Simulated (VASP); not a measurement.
A run of VASP 6.6.1 is set up as follows.

File INCAR:

```
SYSTEM = Mg16C
PREC     = Accurate       ! precision mode
ENCUT    = 520            ! plane-wave cutoff, eV
EDIFF    = 1E-7           ! SCF threshold, eV
ISMEAR   = 0              ! smearing method
SIGMA    = 0.1            ! smearing width, eV
LREAL    = Auto         
LASPH    = .TRUE.         ! aspherical terms in the spheres
NELM     = 80             ! most SCF steps
ALGO     = Fast           ! electronic algorithm
ISIF     = 2              ! what is computed and relaxed
LWAVE    = .FALSE.        ! write WAVECAR
LCHARG   = .TRUE.         ! write CHGCAR
LDIPOL   = .TRUE.       
IDIPOL   = 3            
DIPOL    = 0.5 0.5 0.351
LELF     = .TRUE.         ! ELF
LVHAR    = .TRUE.       
LVACPOTAV= .TRUE.       
NBANDS   = 32             ! bands
```

The input KPOINTS:

```
Automatic mesh
0
G
  6 6 1
  0 0 0
```

Contents of POSCAR:

```
Mg16C
1.0
    6.2932257366      0.0000000000      0.0000000000
   -3.1466128683      5.4500933597      0.0000000000
    0.0000000000      0.0000000000     23.0605952337
Mg C
16 1
Direct
    0.3333333333      0.1666666666      0.1734560604
    0.3333333333      0.6666666667      0.1734560604
    0.8333333333      0.1666666667      0.1734560604
    0.8333333333      0.6666666666      0.1734560604
    0.1666666667      0.3333333334      0.2827092823
    0.1666666667      0.8333333334      0.2827092823
    0.6666666667      0.3333333333      0.2827092823
    0.6666666667      0.8333333334      0.2827092823
    0.3333333333      0.1666666666      0.3902185413
    0.3333333333      0.6666666667      0.3902185413
    0.8333333333      0.1666666667      0.3902185413
    0.8333333333      0.6666666666      0.3902185413
    0.1666666667      0.3333333334      0.5013138263
    0.1666666667      0.8333333334      0.5013138263
    0.6666666667      0.3333333333      0.5013138263
    0.6666666667      0.8333333334      0.5013138263
    0.3333333333      0.4166666666      0.5761693121
```

Potentials or basis: VASP PAW LDA potentials, release 64 (Mg, C).

Launch:

```console
$ cat potpaw_LDA.64/Mg/POTCAR potpaw_LDA.64/C/POTCAR > POTCAR
$ mpirun -np 1 vasp_std > vasp.out
```

Q: Estimate the largest force.

A: 1.739 eV/Å.

Q: Predict the band gap on the k mesh.

A: Zero (bands 18 and 19 overlap by 0.59 eV).

Forces in eV/Å, atoms in the order of the input:
```
Mg   0.008 -0.025 -0.055
Mg  -0.018  0.019 -0.055
Mg  -0.003 -0.002 -0.069
Mg   0.013  0.008 -0.078
Mg  -0.013 -0.008 -0.053
Mg   0.004  0.002 -0.020
Mg   0.015 -0.019 -0.021
Mg  -0.009  0.022 -0.021
Mg   0.023 -0.016  0.002
Mg  -0.003  0.028  0.002
Mg  -0.038 -0.022  0.146
Mg   0.023  0.013  0.144
Mg  -0.836 -0.483 -1.403
Mg   0.099  0.057  0.264
Mg  -0.599  0.149  0.583
Mg  -0.171 -0.593  0.583
C    1.505  0.869  0.051
```
